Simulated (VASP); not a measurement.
# Si (Imma) in VASP: notebook

Si is run at these levels: r2SCAN; tasks: single point.

Everything below comes from runs of VASP 6.6.1. Logs are shortened: lines on timing, memory, paths and dates and some standing lists are left out, and cuts for length are marked.

### Step 1. The cell of the first run

The structure is orthorhombic, space group Imma (No. 74). The conventional cell has a = 3.763 Å, b = 3.917 Å, c = 5.431 Å, α = 90.00°, β = 90.00°, γ = 90.00°. Si (site symmetry mm2) has 4 Si at 2.32 to 2.38 Å within 3.1 Å.

### Step 2. Single point, r2SCAN (strain -0.0400 x Voigt [0, 0, 0, 0, 1, 0])

POSCAR reads:

```
Si
1.0
   -0.0543094000      2.7154700000      2.7154700000
    2.6611606000      0.0000000000      2.6611606000
    2.7154700000      2.7154700000     -0.0543094000
Si
2
Direct
    0.5000000000      0.5000000000      0.5000000000
    0.7500000000      0.7500000000      0.7500000000
```

INCAR.step1 reads:

```
SYSTEM = Si
ALGO = Normal
EDIFF = 1E-4
ENCUT = 520
GGA = PE
ISMEAR = 0
LASPH = .True.
LCHARG = .False.
LREAL = .False.
LWAVE = .True.
NBANDS = 11
NELM = 100
PREC = Accurate
SIGMA = 0.05
```

INCAR.step2 reads:

```
SYSTEM = Si
ALGO = Normal
EDIFF = 1E-6
ENCUT = 520
ISIF = 2
ISMEAR = 0
ISTART = 1
LASPH = .True.
LCHARG = .False.
LMIXTAU = .True.
LREAL = .False.
LWAVE = .False.
METAGGA = R2SCAN
NBANDS = 11
NELM = 100
PREC = Accurate
SIGMA = 0.05
```

KPOINTS reads:

```
k-points
0
Gamma
  10 10 10
  0 0 0
```

Potentials or basis: VASP PAW PBE potentials, release 64 (Si).

Started as:

```bash
cat potpaw_PBE.64/Si/POTCAR > POTCAR
cp INCAR.step1 INCAR
mpirun -np 1 vasp_std > vasp.out
cp INCAR.step2 INCAR
mpirun -np 1 vasp_std > vasp.out
```

OUTCAR:

```text
SYSTEM = Si
   EDIFF = 1E-6
   ENCUT = 520
   ISIF = 2
   ISMEAR = 0
   ISTART = 1
   LASPH = .True.
   LREAL = .False.
   METAGGA = R2SCAN
   NELM = 100
   PREC = Accurate

 ion  position               nearest neighbor table
   1  0.500  0.500  0.500-   2 2.32   2 2.32   2 2.38   2 2.38
   2  0.750  0.750  0.750-   1 2.32   1 2.32   1 2.38   1 2.38

  LATTYP: Found a body centered orthorhombic cell.
 ALAT       =     3.7634494122
 B/A-ratio  =     1.0408163265
 C/A-ratio  =     1.4430750636

  Lattice vectors:

 A1 = (   2.7154700000,  -2.7154700000,  -0.0543094000)
 A2 = (  -2.7154700000,  -2.7154700000,   0.0543094000)
 A3 = (   0.0543094000,   2.7154700000,  -2.7154700000)

Analysis of symmetry for initial positions (statically):
=====================================================================
 Subroutine PRICEL returns:
 Original cell was already a primitive cell.

 Routine SETGRP: Setting up the symmetry group for a
 body centered orthorhombic supercell.

 Subroutine GETGRP returns: Found  8 space group operations
 (whereof  4 operations were pure point group operations)
 out of a pool of  8 trial point group operations.

The static configuration has the point symmetry C_2v.
 The point group associated with its full space group is D_2h.

Analysis of symmetry for dynamics (positions and initial velocities):
=====================================================================
 Subroutine PRICEL returns:
 Original cell was already a primitive cell.

 Routine SETGRP: Setting up the symmetry group for a
 body centered orthorhombic supercell.

 Subroutine GETGRP returns: Found  8 space group operations
 (whereof  4 operations were pure point group operations)
 out of a pool of  8 trial point group operations.

The dynamic configuration has the point symmetry C_2v.
 The point group associated with its full space group is D_2h.

 Subroutine INISYM returns: Found  8 space group operations
 (whereof  4 operations are pure point group operations),
 and found     1 'primitive' translations

----------------------------------------------------------------------------------------

                                     Primitive cell

  volume of cell :      40.0305

  direct lattice vectors                    reciprocal lattice vectors
    -0.054309400  2.715470000  2.715470000    -0.180519792  0.184130187  0.180519792
     2.661160600  0.000000000  2.661160600     0.187887946 -0.184130187  0.187887946
[... 89 lines left out ...]
   IBRION =     -1    ionic relax: 0-MD 1-quasi-New 2-CG
   NFREE  =      0    steps in history (QN), initial steepest desc. (CG)
   ISIF   =      2    stress and relaxation
   ISYM   =      2    0-nonsym 1-usesym 2-fastsym
   POTIM  = 0.5000    time-step for ionic-motion
   TEBEG  =    0.0;   TEEND  =   0.0 temperature during run
   PSTRESS=    0.0 pullay stress
   NELECT =       8.0000    total number of electrons
   NUPDOWN=      -1.0000    fix difference up-down
   EMIN   =  10.00;   EMAX   =-10.00  energy-range for DOS
   EFERMI =   0.00;   METHOD = LEGACY
   ISMEAR =     0;   SIGMA  =   0.05  broadening in eV -4-tet -1-fermi 0-gaus
   EFERMI_NEDOS =   21; number of points for ismear=-14 and -15
   IALGO  =     38    algorithm
   IMIX   =      4    mixing-type and parameters
     AMIX     =   0.40;   BMIX     =  1.00
     AMIX_MAG =   1.60;   BMIX_MAG =  1.00
  volume/ion in A,a.u.               =      20.02       135.07
  Fermi-wavevector in a.u.,A,eV,Ry     =   0.957138  1.808728 12.464467  0.916112
  Thomas-Fermi vector in A             =   2.086129
   LORBIT       =      0    0 simple, 1 ext, 2 COOP (PROOUT), +10 PAW based schemes
   METAGGA = R2SCAN    functional components
   LHFCALC =     F    Hartree Fock is set to
   AEXX    =    0.0000 exact exchange contribution
   IVDW    =     0    specifies the selected vdW correction
   LEPSILON=     F    determine dielectric tensor
   LRPA    =     F    only Hartree local field effects (RPA)
 non-spin polarized calculation
 Gauss-broadening in eV      SIGMA  =   0.05
  energy-cutoff  :      520.00
  volume of cell :       40.03
 maximum number of plane-waves:      1095
 NGX is ok and might be reduce to    30
   NGX = 15   NGY = 13   NGZ = 15

 number of electron       8.0000000 magnetization

 Free energy of the ion-electron system (eV)
  ---------------------------------------------------
  ext. energy  EPLUGINS =         0.00000000
  ---------------------------------------------------
  free energy    TOTEN  =       -17.52756868 eV

  energy without entropy =      -17.52756868  energy(sigma->0) =      -17.52756868

 E-fermi :   6.0528     XC(G=0):  -9.8558

 val. band max:        5.7960079921   @ k =   0.0000   0.0000   0.0000
 cond. band min:       6.4261222436   @ k =   0.5000   0.0000   0.5000
 fundamental gap:      0.6301142514
 Fermi energy:         6.0528087403

 k-point     1 :       0.0000    0.0000    0.0000
  band No.  band energies     occupation
      1      -6.7914      2.00000
      2       5.6966      2.00000
      3       5.7275      2.00000
      4       5.7960      2.00000
      5       8.1888      0.00000
      6       8.3593      0.00000
      7       8.8225      0.00000
      8       9.8746      0.00000
      9      13.8709      0.00000
     10      13.8860      0.00000
     11      14.4677      0.00000
[... 309 lines left out ...]
 k-point    24 :      -0.3000    0.2000   -0.0000
  band No.  band energies     occupation
      1      -4.6509      2.00000
      2      -0.2296      2.00000
      3       2.2128      2.00000
      4       4.3765      2.00000
      5       8.5135      0.00000
      6      10.5628      0.00000
      7      10.9508      0.00000
      8      12.7080      0.00000
      9      13.0922      0.00000
     10      16.0804      0.00000
     11      18.5518      0.00000

 [... further k-points ...]
[... 5 lines left out ...]
  --------------------------------------------------------------------------------------
  -------------------------------------------------------------------------------------
  Total        0.1754572      0.1576546      0.1754572     -0.0000000      0.0000000      1.1002187
  in kB        7.0224809      6.3099524      7.0224809     -0.0000000      0.0000000     44.0350329
  external PRESSURE =       6.7849714 kB  Pullay stress =       0.0000000 kB

 VOLUME and BASIS-vectors are now :
 -----------------------------------------------------------------------------
  energy-cutoff  :      520.00
  volume of cell :       40.03
      direct lattice vectors                 reciprocal lattice vectors
    -0.054309400  2.715470000  2.715470000    -0.180519792  0.184130187  0.180519792
     2.661160600  0.000000000  2.661160600     0.187887946 -0.184130187  0.187887946
     2.715470000  2.715470000 -0.054309400     0.180519792  0.184130187 -0.180519792

 POSITION                                       TOTAL-FORCE (eV/Angst)
 -----------------------------------------------------------------------------------
      2.66116      2.71547      2.66116         0.000000     -0.390096      0.000000
      3.99174      4.07320      3.99174        -0.000000      0.390096     -0.000000
 -----------------------------------------------------------------------------------
    total drift:                                0.000000     -0.000000     -0.000000

  FREE ENERGIE OF THE ION-ELECTRON SYSTEM (eV)
  ---------------------------------------------------
  free  energy   TOTEN  =       -17.5275686830 eV

  energy  without entropy=      -17.5275686830  energy(sigma->0) =      -17.52756868
```

OSZICAR.step1:

```text
N       E                     dE             d eps       ncg     rms          rms(c)
DAV:   1     0.817070423651E+01    0.81707E+01   -0.33323E+03  3770   0.590E+02
DAV:   2    -0.104455697300E+02   -0.18616E+02   -0.17867E+02  5088   0.861E+01
DAV:   3    -0.110038274268E+02   -0.55826E+00   -0.55703E+00  4800   0.131E+01
DAV:   4    -0.110079126655E+02   -0.40852E-02   -0.40847E-02  4569   0.143E+00
DAV:   5    -0.110079525458E+02   -0.39880E-04   -0.39879E-04  4725   0.131E-01    0.490E+00
DAV:   6    -0.108792792849E+02    0.12867E+00   -0.75377E-02  4277   0.115E+00    0.298E+00
DAV:   7    -0.108214833911E+02    0.57796E-01   -0.14325E-01  4353   0.168E+00    0.198E-01
DAV:   8    -0.108227261666E+02   -0.12428E-02   -0.71183E-03  4334   0.474E-01    0.947E-02
DAV:   9    -0.108228948519E+02   -0.16869E-03   -0.19322E-04  4741   0.879E-02    0.608E-02
DAV:  10    -0.108229366182E+02   -0.41766E-04   -0.39923E-05  3589   0.345E-02
   1 F= -.10822937E+02 E0= -.10822937E+02  d E =-.306087E-12
```

Wall time 4.9 min (1 thread of Intel Xeon Platinum 8259CL at 2.50GHz (Skylake/Cascade Lake), shared host); peak memory 0.19 GiB.

Results:

```
Free energy            : -17.5276 eV
Pressure               : 0.7 GPa
Largest force          : 0.390 eV/Å
Band gap on the k mesh : 0.63 eV, indirect (least direct gap 2.39 eV)
```

Forces on the atoms (eV/Å):
```
Si   0.000 -0.390  0.000
Si   0.000  0.390  0.000
```

Stress tensor (GPa, compression positive):
```
0.70 0.00 4.40
0.00 0.63 0.00
4.40 0.00 0.70
```

Levels at points of the mesh, in eV from the valence-band top:
```
           k point  band 1  band 2  band 3  band 4  band 5  band 6  band 7  band 8
(0.00, 0.00, 0.00)  -12.59   -0.10   -0.07    0.00    2.39    2.56    3.03    4.08
(0.50, 0.00, 0.00)  -10.27   -7.29   -1.23   -1.22    2.02    3.43    3.79    8.42
(0.00, 0.50, 0.00)   -9.99   -7.36   -1.44   -1.41    1.63    3.29    3.65    8.15
(0.50, 0.50, 0.00)   -8.21   -8.21   -3.07   -3.07    0.87    0.87   10.72   10.72
(0.50, 0.00, 0.50)   -8.39   -8.05   -3.28   -2.84    0.63    1.12   10.72   10.97
```

Caveat: the cell differs from its parent crystal (strain -0.0400 x Voigt [0, 0, 0, 0, 1, 0]); the PAW data sets were made with another functional, which shifts forces and pressure a little.

### Step 3. Single point, r2SCAN (strain +0.0300 x Voigt [0, 0, 0, 0, 1, 0])

POSCAR reads:

```
Si
1.0
    0.0407320500      2.7154700000      2.7154700000
    2.7562020500      0.0000000000      2.7562020500
    2.7154700000      2.7154700000      0.0407320500
Si
2
Direct
    0.5000000000      0.5000000000      0.5000000000
    0.7500000000      0.7500000000      0.7500000000
```

INCAR.step1 reads:

```
  ALGO = Normal
  EDIFF = 1E-4
  ENCUT = 520
  GGA = PE
  ISMEAR = 0
  LASPH = True
  LCHARG = False
  LREAL = False
  LWAVE = True
  NBANDS = 11
  NELM = 100
  PREC = Accurate
  SIGMA = 0.05
```

INCAR.step2 reads:

```
  ALGO = Normal
  EDIFF = 1E-6
  ENCUT = 520
  ISIF = 2
  ISMEAR = 0
  ISTART = 1
  LASPH = True
  LCHARG = False
  LMIXTAU = True
  LREAL = False
  LWAVE = False
  METAGGA = R2SCAN
  NBANDS = 11
  NELM = 100
  PREC = Accurate
  SIGMA = 0.05
```

KPOINTS reads:

```
k-points
0
Gamma
  10 10 10
```

Potentials or basis: VASP PAW PBE potentials, release 64 (Si).

Started as:

```bash
cat potpaw_PBE.64/Si/POTCAR > POTCAR
cp INCAR.step1 INCAR
mpirun -np 1 vasp_std > vasp.out
cp INCAR.step2 INCAR
mpirun -np 1 vasp_std > vasp.out
```

Run time: 5.1 min. Hardware: 1 thread of Intel Xeon Platinum 8259CL at 2.50GHz (Skylake/Cascade Lake), shared host; peak memory 0.2 GiB.

Results (log left out):

```
Free energy            : -17.5372 eV
Pressure               : 0.6 GPa
Largest force          : 0.292 eV/Å
Band gap on the k mesh : 0.70 eV, indirect (least direct gap 2.48 eV)
```

Forces on the atoms (eV/Å):
```
Si   0.000  0.292  0.000
Si   0.000 -0.292  0.000
```

Stress tensor (GPa, compression positive):
```
 0.61  0.00 -3.30
 0.00  0.57  0.00
-3.30  0.00  0.61
```

Levels at points of the mesh, in eV from the valence-band top:
| k point | band 1 | band 2 | band 3 | band 4 | band 5 | band 6 | band 7 | band 8 |
| --- | --- | --- | --- | --- | --- | --- | --- | --- |
| (0.00, 0.00, 0.00) | -12.57 | -0.07 | -0.05 | 0.00 | 2.48 | 2.64 | 2.96 | 4.03 |
| (0.50, 0.00, 0.00) | -10.01 | -7.34 | -1.40 | -1.38 | 1.69 | 3.37 | 3.63 | 8.20 |
| (0.00, 0.50, 0.00) | -10.22 | -7.28 | -1.24 | -1.23 | 1.99 | 3.47 | 3.74 | 8.40 |
| (0.50, 0.50, 0.00) | -8.20 | -8.20 | -3.05 | -3.05 | 0.88 | 0.88 | 10.78 | 10.78 |
| (0.50, 0.00, 0.50) | -8.33 | -8.07 | -3.21 | -2.88 | 0.70 | 1.07 | 10.76 | 10.94 |

Caveat: the cell differs from its parent crystal (strain +0.0300 x Voigt [0, 0, 0, 0, 1, 0]); the PAW data sets were made with another functional, which shifts forces and pressure a little. A k mesh can miss the band edges.
